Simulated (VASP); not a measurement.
## Ti: single point with PBEsol

The system is Ti.

```
Ti
1.0
     2.77660    0.00000    0.00000
    -1.38830    2.40461    0.00000
     0.00000    0.00000    4.41014
Ti
2
Direct
  0.33333 0.66667 0.25000
  0.66667 0.33333 0.75000
```

```yaml
Program: VASP 6.6.1
Task: single point
Functional: PBEsol
Potentials_or_basis: VASP PAW PBE potentials, release 64 (Ti_sv)
Cutoff: 500 eV
k_mesh: 15 × 15 × 8
Occupations: fermi-dirac, width 0.05 eV
Spin: no spin polarisation
Dipole_correction: no
Further_INCAR_settings: ALGO = Normal; EDIFF = 1e-06; NBANDS = 19
```

```json
{
 "Pressure": "18.3 GPa",
 "Band gap on the k mesh": "zero (bands 12 and 13 overlap by 1.27 eV)"
}
```

Levels at points of the mesh, in eV from the Fermi level:
| k point | band 10 | band 11 | band 12 | band 13 | band 14 | band 15 |
| --- | --- | --- | --- | --- | --- | --- |
| (0.00, 0.00, 0.00) | -3.15 | 0.84 | 0.84 | 0.97 | 1.31 | 1.47 |
| (0.00, 0.00, 0.50) | -4.49 | 0.06 | 0.06 | 0.73 | 0.73 | 0.73 |

Wall time 94 s on 1 thread of Intel Xeon 8259CL (shared host), peak memory 0.18 GiB.

Caveat: the cell stands under pressure; the PAW data sets were made with another functional, which shifts forces and pressure a little.
